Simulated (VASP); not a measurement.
Write the native input for VASP 6.6.1 that does the following.

```
Task                   : single point
Functional             : PBE
Potentials or basis    : VASP PAW PBE potentials, release 64 (As)
Cutoff                 : 520 eV
k mesh                 : 15 × 15 × 14
Occupations            : fermi-dirac, width 0.05 eV
Spin                   : no spin polarisation
Dipole correction      : no
Further INCAR settings : ALGO = Normal; EDIFF = 1e-07; NBANDS = 8
```

The structure of As lies in POSCAR:

```
As
1.0
    2.8640797999      0.0000000000      0.0000000000
   -1.4320398999      2.4803658652      0.0000000000
    0.0000000000      0.0000000000      2.6822888679
As
1
Direct
    0.0000000000      0.0000000000      0.0000000000
```

These files were run (other wordings do the same):

INCAR

```
SYSTEM = As
ALGO     = Normal         ! electronic algorithm
EDIFF    = 1E-7           ! SCF threshold, eV
ENCUT    = 520            ! plane-wave cutoff, eV
GGA      = PE             ! functional
ISIF     = 2              ! what is computed and relaxed
ISMEAR   = -1             ! smearing method
LASPH    = .True.         ! aspherical terms in the spheres
LCHARG   = .False.        ! write CHGCAR
LREAL    = .False.        ! projectors in reciprocal space
LWAVE    = .False.        ! write WAVECAR
NBANDS   = 8              ! bands
NELM     = 60             ! most SCF steps
PREC     = Accurate       ! precision mode
SIGMA    = 0.05           ! smearing width, eV
```

KPOINTS

```
k-points
0
Gamma
  15 15 14
  0 0 0
```

Potentials or basis: VASP PAW PBE potentials, release 64 (As).

Launch:

```bash
$ cat potpaw_PBE.64/As/POTCAR > POTCAR
$ mpirun -np 1 vasp_std > vasp.out
```

It gave:

* Pressure: 4.7 GPa

It took 12 s on 1 thread of Intel(R) Xeon(R) Platinum 8375C CPU @ 2.90GHz (Ice Lake), on a shared host, peak memory 0.15 GiB.
